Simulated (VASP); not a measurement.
A run of VASP 6.6.1 is set up as follows.

POSCAR

```
AgAu
1.0
    2.9151757342      0.0000000000      0.0000000000
   -1.4575878671      2.5246162423      0.0000000000
    0.0000000000      0.0000000000     26.8266026957
Au Ag
3 3
Direct
    0.3333333333      0.6666666667      0.2795732313
    0.0000000000      0.0000000000      0.4559146463
    0.6666666667      0.3333333333      0.6322560612
    0.6666666667      0.3333333333      0.3677439388
    0.3333333334      0.6666666667      0.5440853537
    0.0000000000      0.0000000000      0.7204267687
```

Contents of INCAR.step1:

```
SYSTEM = AgAu
PREC = Accurate ; ENCUT = 520
ISMEAR = -1 ; SIGMA = 0.05
LREAL = .FALSE. ; LASPH = .TRUE.
NELM = 150 ; LMAXMIX = 4
LDAU = .TRUE. ; LDAUTYPE = 2
LDAUL = 2 2 ; LDAUU = 3.5 5.3
LDAUJ = 0 0 ; LDIPOL = .TRUE.
IDIPOL = 3 ; DIPOL = 0.5 0.5 0.500
NBANDS = 42 ; GGA = PE
ALGO = Normal ; EDIFF = 1E-4
LWAVE = .TRUE. ; LCHARG = .FALSE.
```

File INCAR.step2:

```
SYSTEM = AgAu
PREC = Accurate ; ENCUT = 520
EDIFF = 1E-7 ; ISMEAR = -1
SIGMA = 0.05 ; LREAL = .FALSE.
LASPH = .TRUE. ; NELM = 150
ALGO = Normal ; ISIF = 2
LWAVE = .FALSE. ; LCHARG = .FALSE.
LMAXMIX = 4 ; LDAU = .TRUE.
LDAUTYPE = 2 ; LDAUL = 2 2
LDAUU = 3.5 5.3 ; LDAUJ = 0 0
LDAUPRINT = 1 ; LDIPOL = .TRUE.
IDIPOL = 3 ; DIPOL = 0.5 0.5 0.500
METAGGA = R2SCAN ; LMIXTAU = .TRUE.
NBANDS = 42 ; ISTART = 1
```

Contents of KPOINTS:

```
regular mesh
0
G
  8 8 1
  0 0 0
```

Potentials or basis: VASP PAW PBE potentials, release 64 (Au, Ag).

Command:

```bash
$ cat potpaw_PBE.64/Au/POTCAR potpaw_PBE.64/Ag/POTCAR > POTCAR
$ cp INCAR.step1 INCAR
$ mpirun -np 1 vasp_std > vasp.out
$ cp INCAR.step2 INCAR
$ mpirun -np 1 vasp_std > vasp.out
```

(1) What does it give for the largest force?

(2) What does it give for the band gap on the k mesh?

Answers

(1) 0.131 eV/Å.

(2) zero (bands 33 and 34 overlap by 6.26 eV).

Caveat: the PAW data sets were made with another functional, which shifts forces and pressure a little; spin-orbit coupling is left out, which moves the levels of the heavy elements; U without spin polarisation on a metal has little footing; the U is typed as a test and isn't derived for this compound.
